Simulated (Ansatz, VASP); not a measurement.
**Two plane-wave programs on ZnO**

```
CELL_PARAMETERS angstrom
3.41187 0.00000 0.00000
-1.70593 2.95476 0.00000
0.00000 0.00000 4.94361
ATOMIC_POSITIONS crystal
Zn 0.33333 0.66667 0.00000
Zn 0.66667 0.33333 0.50000
O 0.33333 0.66667 0.38210
O 0.66667 0.33333 0.88210
```

Change from the starting cell: strain +0.050 along x and y, -0.050 along z, atoms carried along.

Alike in both runs: task single point; functional r2SCAN; k mesh 12 × 12 × 6; occupations gaussian, width 0.05 eV; no spin polarisation.

|  | VASP | Ansatz |
| --- | --- | --- |
| version | VASP 6.6.1 | Ansatz 0.2.0 |
| potentials or method | VASP PAW PBE potentials, release 64 (Zn, O), cutoff 520 eV | scalar-relativistic, plane waves, PAW |
| valence electrons in the cell | 36 | 36 |

VASP gave:

- gap on the k mesh at the Fermi level (eV): 1.16
- least direct gap on the mesh (eV): 1.16
- pressure (GPa): -4.6
- traceless stress, the component that is largest in VASP (GPa): 14.80
- rms of the force components (eV/Å): 0.581

**Question.** Which values does Ansatz return?

**Answer.** gap on the k mesh at the Fermi level (eV): 1.17; least direct gap on the mesh (eV): 1.17; pressure (GPa): -5.4; traceless stress, the component that is largest in VASP (GPa): 14.13; rms of the force components (eV/Å): 0.540.

VASP's potentials were made for PBE, not for r2SCAN. Atom by atom the forces differ by 0.041 eV/Å (rms over components).
